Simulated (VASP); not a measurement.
# Ti (Fm-3m) in VASP: further runs

Ti is run at these levels: LDA; tasks: single point, relaxation of cell and atoms.

All numbers are computed with VASP 6.6.1; they aren't measurements. Logs are shortened: lines on timing, memory, paths and dates and some standing lists are left out, and cuts for length are marked.

## 1. The cell of the first run

It takes space group Fm-3m (No. 225, cubic). The conventional cell has a = 4.007 Å, b = 4.007 Å, c = 4.007 Å, α = 90.00°, β = 90.00°, γ = 90.00°. Ti (site symmetry m-3m) has 12 Ti at 2.83 Å within 3.7 Å.

## 2. Single point, LDA

INCAR

```
  PREC = Accurate
  ENCUT = 500
  EDIFF = 1E-6
  ISMEAR = -1
  SIGMA = 0.1
  LREAL = False
  LASPH = True
  NELM = 120
  ALGO = Normal
  ISIF = 2
  LWAVE = False
  LCHARG = False
  NBANDS = 12
  GGA_COMPAT = False
```

KPOINTS

```
Automatic mesh
0
Gamma
  9 9 9
```

POSCAR

```
Ti
1.0
    0.0000000000      2.0033753339      2.0033753339
    2.0033753339      0.0000000000      2.0033753339
    2.0033753339      2.0033753339      0.0000000000
Ti
1
Direct
    0.0000000000      0.0000000000      0.0000000000
```

Potentials or basis: VASP PAW LDA potentials, release 64 (Ti_sv).

The run is started by

```sh
cat potpaw_LDA.64/Ti_sv/POTCAR > POTCAR
mpirun -np 1 vasp_std > vasp.out
```

OUTCAR:

```text
PREC = Accurate
   ENCUT = 500
   EDIFF = 1E-6
   ISMEAR = -1
   LREAL = False
   LASPH = True
   NELM = 120
   ISIF = 2

 ion  position               nearest neighbor table
   1  0.000  0.000  0.000-

  LATTYP: Found a face centered cubic cell.
 ALAT       =     4.0067506678

  Lattice vectors:

 A1 = (   0.0000000000,   2.0033753339,   2.0033753339)
 A2 = (   2.0033753339,   0.0000000000,   2.0033753339)
 A3 = (   2.0033753339,   2.0033753339,   0.0000000000)

Analysis of symmetry for initial positions (statically):
=====================================================================
 Subroutine PRICEL returns:
 Original cell was already a primitive cell.

 Routine SETGRP: Setting up the symmetry group for a
 face centered cubic supercell.

 Subroutine GETGRP returns: Found 48 space group operations
 (whereof 48 operations were pure point group operations)
 out of a pool of 48 trial point group operations.

The static configuration has the point symmetry O_h .

Analysis of symmetry for dynamics (positions and initial velocities):
=====================================================================
 Subroutine PRICEL returns:
 Original cell was already a primitive cell.

 Routine SETGRP: Setting up the symmetry group for a
 face centered cubic supercell.

 Subroutine GETGRP returns: Found 48 space group operations
 (whereof 48 operations were pure point group operations)
 out of a pool of 48 trial point group operations.

The dynamic configuration has the point symmetry O_h .

 Subroutine INISYM returns: Found 48 space group operations
 (whereof 48 operations are pure point group operations),
 and found     1 'primitive' translations

----------------------------------------------------------------------------------------

                                     Primitive cell

  volume of cell :      16.0811

  direct lattice vectors                    reciprocal lattice vectors
     0.000000000  2.003375334  2.003375334    -0.249578794  0.249578794  0.249578794
     2.003375334  0.000000000  2.003375334     0.249578794 -0.249578794  0.249578794
     2.003375334  2.003375334  0.000000000     0.249578794  0.249578794 -0.249578794

  length of vectors
     2.833200568  2.833200568  2.833200568     0.432283152  0.432283152  0.432283152

  position of ions in fractional coordinates (direct lattice)
     0.000000000  0.000000000  0.000000000

  ion indices of the primitive-cell ions
   primitive index   ion index
                 1           1

----------------------------------------------------------------------------------------

 KPOINTS: Automatic mesh

Automatic generation of k-mesh.
 Grid dimensions read from file:
 generate k-points for:    9    9    9

 Generating k-lattice:

  Cartesian coordinates                     Fractional coordinates (reciprocal lattice)
    -0.027730977  0.027730977  0.027730977     0.111111111  0.000000000  0.000000000
     0.027730977 -0.027730977  0.027730977     0.000000000  0.111111111  0.000000000
     0.027730977  0.027730977 -0.027730977     0.000000000  0.000000000  0.111111111

  Length of vectors
     0.048031461  0.048031461  0.048031461

  Shift w.r.t. Gamma in fractional coordinates (k-lattice)
     0.000000000  0.000000000  0.000000000

 Subroutine IBZKPT returns following result:
 ===========================================

 Found     35 irreducible k-points:

 Following reciprocal coordinates:
            Coordinates               Weight
  0.000000  0.000000  0.000000      1.000000
  0.111111  0.000000  0.000000      8.000000
  0.222222  0.000000  0.000000      8.000000
  0.333333  0.000000  0.000000      8.000000
  0.444444  0.000000  0.000000      8.000000
  0.111111  0.111111  0.000000      6.000000
[... 16 lines left out ...]
 -0.333333  0.333333  0.000000     12.000000
  0.444444  0.444444  0.000000      6.000000
 [... further k-points ...]
   k-points           NKPTS =     35   k-points in BZ     NKDIM =     35   number of bands    NBANDS=     12
   number of dos      NEDOS =    301   number of ions     NIONS =      1
   total plane-waves  NPLWV =  13824
   dimension x,y,z NGX =    24 NGY =   24 NGZ =   24
   dimension x,y,z NGXF=    48 NGYF=   48 NGZF=   48
   ions per type =               1
   NGX,Y,Z   is equivalent  to a cutoff of  14.08, 14.08, 14.08 a.u.
   NGXF,Y,Z  is equivalent  to a cutoff of  28.17, 28.17, 28.17 a.u.
 SYSTEM =  unknown system
   PREC   = accura    normal or accurate (medium, high low for compatibility)
   ISTART =      0    job   : 0-new  1-cont  2-samecut
   ICHARG =      2    charge: 1-file 2-atom 10-const
   ISPIN  =      1    spin polarized calculation?
   LNONCOLLINEAR =      F non collinear calculations
   LSORBIT =      F    spin-orbit coupling
   LASPH  =      T    aspherical Exc in radial PAW
   ENCUT  =  500.0 eV  36.75 Ry    6.06 a.u.   5.17  5.17  5.17*2*pi/ulx,y,z
   NELM   =    120;   NELMIN=  2; NELMDL= -5     # of ELM steps
   EDIFF  = 0.1E-05   stopping-criterion for ELM
   LREAL  =      F    real-space projection
   EDIFFG = 0.1E-04   stopping-criterion for IOM
   NSW    =      0    number of steps for IOM
   IBRION =     -1    ionic relax: 0-MD 1-quasi-New 2-CG
   NFREE  =      0    steps in history (QN), initial steepest desc. (CG)
   ISIF   =      2    stress and relaxation
   ISYM   =      2    0-nonsym 1-usesym 2-fastsym
   POTIM  = 0.5000    time-step for ionic-motion
   TEBEG  =    0.0;   TEEND  =   0.0 temperature during run
   PSTRESS=    0.0 pullay stress
   NELECT =      12.0000    total number of electrons
   NUPDOWN=      -1.0000    fix difference up-down
   EMIN   =  10.00;   EMAX   =-10.00  energy-range for DOS
   EFERMI =   0.00;   METHOD = LEGACY
   ISMEAR =    -1;   SIGMA  =   0.10  broadening in eV -4-tet -1-fermi 0-gaus
   EFERMI_NEDOS =   21; number of points for ismear=-14 and -15
   IALGO  =     38    algorithm
   IMIX   =      4    mixing-type and parameters
     AMIX     =   0.40;   BMIX     =  1.00
     AMIX_MAG =   1.60;   BMIX_MAG =  1.00
  volume/ion in A,a.u.               =      16.08       108.52
  Fermi-wavevector in a.u.,A,eV,Ry     =   1.484897  2.806048 29.999736  2.204918
  Thomas-Fermi vector in A             =   2.598376
   LORBIT       =      0    0 simple, 1 ext, 2 COOP (PROOUT), +10 PAW based schemes
   GGA     = CA    functional components
   LHFCALC =     F    Hartree Fock is set to
   AEXX    =    0.0000 exact exchange contribution
   IVDW    =     0    specifies the selected vdW correction
   LEPSILON=     F    determine dielectric tensor
   LRPA    =     F    only Hartree local field effects (RPA)
 non-spin polarized calculation
  energy-cutoff  :      500.00
  volume of cell :       16.08
 maximum number of plane-waves:       419
 NGX is ok and might be reduce to    24
   NGX = 11   NGY = 11   NGZ = 11

 number of electron      11.9999999 magnetization

 Free energy of the ion-electron system (eV)
  ---------------------------------------------------
  ext. energy  EPLUGINS =         0.00000000
  ---------------------------------------------------
  free energy    TOTEN  =        -8.52302890 eV

  energy without entropy =       -8.46723821  energy(sigma->0) =       -8.49513356

 E-fermi :   8.8434     XC(G=0): -12.1577

 val. band max:        8.8388829497   @ k =  -0.3333   0.3333   0.1111
 cond. band min:       8.8486006258   @ k =  -0.3333   0.2222   0.0000
 fundamental gap:      0.0097176761
 Fermi energy:         8.8434046330

 k-point     1 :       0.0000    0.0000    0.0000
  band No.  band energies     occupation
      1     -47.0729      2.00000
      2     -23.1973      2.00000
      3     -23.1973      2.00000
      4     -23.1973      2.00000
      5       2.6404      2.00000
      6       9.7150      0.00033
      7       9.7150      0.00033
      8       9.7150      0.00033
      9      11.5010      0.00000
     10      11.5010      0.00000
     11      24.6001      0.00000
     12      29.3734      0.00000

 k-point     2 :       0.1111    0.0000    0.0000
  band No.  band energies     occupation
      1     -47.0525      2.00000
      2     -23.3049      2.00000
      3     -23.2104      2.00000
      4     -23.2104      2.00000
      5       3.0643      2.00000
      6       9.4613      0.00414
      7       9.8609      0.00008
      8       9.8609      0.00008
      9      11.4130      0.00000
     10      11.4130      0.00000
     11      24.9369      0.00000
     12      27.0388      0.00000

 k-point     3 :       0.2222    0.0000    0.0000
  band No.  band energies     occupation
      1     -47.0007      2.00000
      2     -23.5722      2.00000
      3     -23.2436      2.00000
      4     -23.2436      2.00000
      5       4.1883      2.00000
      6       8.9730      0.42959
      7      10.0133      0.00002
      8      10.0133      0.00002
      9      11.4805      0.00000
     10      11.4805      0.00000
     11      23.4109      0.00000
     12      25.6152      0.00000
[... 286 lines left out ...]
 k-point    23 :      -0.3333    0.3333    0.0000
  band No.  band energies     occupation
      1     -46.8534      2.00000
      2     -23.7890      2.00000
      3     -23.7801      2.00000
      4     -23.3973      2.00000
      5       7.4645      2.00000
      6       7.6365      1.99999
      7       9.0337      0.25963
      8      11.1228      0.00000
      9      12.2384      0.00000
     10      15.9945      0.00000
     11      18.2029      0.00000
     12      20.2921      0.00000

 k-point    24 :       0.4444    0.4444    0.0000
  band No.  band energies     occupation
      1     -46.8466      2.00000
      2     -23.9969      2.00000
      3     -23.4957      2.00000
      4     -23.4957      2.00000
      5       5.9954      2.00000
      6       6.9462      2.00000
      7      11.7382      0.00000
      8      12.6565      0.00000
      9      12.8807      0.00000
     10      12.8807      0.00000
     11      20.8514      0.00000
     12      21.6446      0.00000

 [... further k-points ...]
[... 5 lines left out ...]
  --------------------------------------------------------------------------------------
  -------------------------------------------------------------------------------------
  Total       -0.0208158     -0.0208158     -0.0208158      0.0000000      0.0000000      0.0000000
  in kB       -2.0738978     -2.0738978     -2.0738978      0.0000000      0.0000000      0.0000000
  external PRESSURE =      -2.0738978 kB  Pullay stress =       0.0000000 kB

 VOLUME and BASIS-vectors are now :
 -----------------------------------------------------------------------------
  energy-cutoff  :      500.00
  volume of cell :       16.08
      direct lattice vectors                 reciprocal lattice vectors
     0.000000000  2.003375334  2.003375334    -0.249578794  0.249578794  0.249578794
     2.003375334  0.000000000  2.003375334     0.249578794 -0.249578794  0.249578794
     2.003375334  2.003375334  0.000000000     0.249578794  0.249578794 -0.249578794

 POSITION                                       TOTAL-FORCE (eV/Angst)
 -----------------------------------------------------------------------------------
      0.00000      0.00000      0.00000         0.000000      0.000000      0.000000
 -----------------------------------------------------------------------------------
    total drift:                                0.000000      0.000000     -0.000000

  FREE ENERGIE OF THE ION-ELECTRON SYSTEM (eV)
  ---------------------------------------------------
  free  energy   TOTEN  =        -8.5230289013 eV

  energy  without entropy=       -8.4672382125  energy(sigma->0) =       -8.49513356
```

Wall time 3.9 s (1 thread of Intel Xeon Platinum 8488C (Sapphire Rapids), shared host); peak memory 0.12 GiB.

What came out:

- Free energy: -8.5230 eV
- Pressure: -0.2 GPa
- Band gap on the k mesh: zero (band 6 reaches 9.71 eV, above the bottom of band 7 at 8.33 eV)

## 3. Single point, LDA

This run uses another cell than the first one, of 15.76 Å³/atom, 0.980 times its volume.

INCAR

```
PREC = Accurate
ENCUT = 500
EDIFF = 1E-6
ISMEAR = -1
SIGMA = 0.1
LREAL = F
LASPH = T
NELM = 120
ALGO = Normal
ISIF = 2
LWAVE = F
LCHARG = F
NBANDS = 12
GGA_COMPAT = F
```

KPOINTS is that of step 2.

POSCAR

```
Ti
1.0
    0.0000000000      1.9899294568      1.9899294568
    1.9899294568      0.0000000000      1.9899294568
    1.9899294568      1.9899294568      0.0000000000
Ti
1
Direct
    0.0000000000      0.0000000000      0.0000000000
```

Potentials or basis: VASP PAW LDA potentials, release 64 (Ti_sv).

The run is started by

```sh
cat potpaw_LDA.64/Ti_sv/POTCAR > POTCAR
mpirun -np 1 vasp_std > vasp.out
```

Wall time 4.8 s (1 thread of Intel Xeon Platinum 8488C (Sapphire Rapids), shared host); peak memory 0.13 GiB.

The run converged. Its results:

```
Free energy            : -8.5208 eV
Pressure               : 2.3 GPa
Band gap on the k mesh : zero (band 6 reaches 9.96 eV, above the bottom of band 7 at 8.53 eV)
```

Levels at points of the mesh, in eV from the Fermi level:
```csv
k point,band 3,band 4,band 5,band 6,band 7,band 8,band 9,band 10
"(0.00, 0.00, 0.00)",-31.98,-31.98,-6.25,0.88,0.88,0.88,2.72,2.72
```

## 4. Single point, LDA

This run uses another cell than the first one, of 16.40 Å³/atom, 1.020 times its volume.

INCAR

```
SYSTEM = Ti
PREC = Accurate
ENCUT = 500
EDIFF = 1E-6
ISMEAR = -1
SIGMA = 0.1
LREAL = .FALSE.
LASPH = .TRUE.
NELM = 120
ALGO = Normal
ISIF = 2
LWAVE = .FALSE.
LCHARG = .FALSE.
NBANDS = 12
GGA_COMPAT = .FALSE.
```

KPOINTS

```
Automatic mesh
0
G
  9 9 9
  0 0 0
```

POSCAR

```
Ti
1.0
    0.0000000000      2.0166431069      2.0166431069
    2.0166431069      0.0000000000      2.0166431069
    2.0166431069      2.0166431069      0.0000000000
Ti
1
Direct
    0.0000000000      0.0000000000      0.0000000000
```

The run is started by

```sh
cat potpaw_LDA.64/Ti_sv/POTCAR > POTCAR
mpirun -np 1 vasp_std > vasp.out
```

It took 5.5 s on 1 thread of Intel Xeon Platinum 8488C (Sapphire Rapids), shared host; peak memory 0.13 GiB.

Results (log left out):

- Free energy: -8.5205 eV
- Pressure: -2.5 GPa
- Band gap on the k mesh: zero (band 6 reaches 9.48 eV, above the bottom of band 7 at 8.13 eV)

Levels at points of the mesh, in eV from the Fermi level:
```tsv
k point	band 2	band 3	band 4	band 5	band 6	band 7	band 8	band 9	band 10	band 11
(0.00, 0.00, 0.00)	-32.10	-32.10	-32.10	-6.16	0.86	0.86	0.86	2.60	2.60	15.65
```

## 5. Relaxation of cell and atoms, LDA

This run uses another cell than the first one, of 16.04 Å³/atom, 0.997 times its volume.

INCAR

```
SYSTEM = Ti
  ALGO = Normal
  EDIFF = 1E-7
  EDIFFG = -0.02
  ENCUT = 500
  GGA = CA
  GGA_COMPAT = .False.
  IBRION = 2
  ISIF = 3
  ISMEAR = -1
  LASPH = .True.
  LCHARG = .False.
  LREAL = .False.
  LWAVE = .False.
  NELM = 120
  NELMIN = 4
  NSW = 50
  PREC = Accurate
  SIGMA = 0.1
```

KPOINTS

```
k-points
0
Gamma
  9 9 9
  0 0 0
```

POSCAR

```
Ti
1.0
    0.0000000000      2.0016967291      2.0016967291
    2.0016967291      0.0000000000      2.0016967291
    2.0016967291      2.0016967291      0.0000000000
Ti
1
Direct
    0.0000000000      0.0000000000      0.0000000000
```

The run is started by

```sh
cat potpaw_LDA.64/Ti_sv/POTCAR > POTCAR
mpirun -np 1 vasp_std > vasp.out
```

It took 5 s on 1 thread of Intel Xeon Platinum 8375C at 2.90GHz (Ice Lake), shared host; peak memory 0.12 GiB.

Results (log left out):

- Free energy: -8.5230 eV
- Pressure after relaxing: 0.1 GPa
- Band gap on the k mesh: zero (band 6 reaches 9.74 eV, above the bottom of band 7 at 8.35 eV)

Final structure:
```
Ti
1.0
     0.00000    2.00170    2.00170
     2.00170    0.00000    2.00170
     2.00170    2.00170    0.00000
Ti
1
Direct
  0.00000 0.00000 0.00000
```

Levels at points of the mesh, in eV from the Fermi level:
| k point | band 4 | band 5 | band 6 | band 7 | band 8 | band 9 |
| --- | --- | --- | --- | --- | --- | --- |
| (0.00, 0.00, 0.00) | -32.03 | -6.21 | 0.87 | 0.87 | 0.87 | 2.66 |

Caveat: the relaxation stopped at its first step, so nothing moved.

## 6. Overview

| task | cell | gap on the mesh (eV) | pressure (GPa) |
| --- | --- | --- | --- |
| single point | a = 2.833 Å, angles 60.0°, 1 atom | none | -0.2 |
| single point | a = 2.814 Å, angles 60.0°, 1 atom | none | 2.3 |
| single point | a = 2.852 Å, angles 60.0°, 1 atom | none | -2.5 |
| relaxation of cell and atoms | relaxed from a = 2.831 Å, angles 60.0°, 1 atom | none | 0.1 |

Alike in all rows: level LDA; potentials or basis VASP PAW LDA potentials, release 64 (Ti_sv); no spin polarisation; k mesh 9 × 9 × 9; cutoff (eV) 500; smearing fermi-dirac 0.1 eV.

Caveats: the relaxation stopped at its first step, so nothing moved (some runs).

Total energies depend on the potentials used, so only differences within one code and one set of settings carry meaning.
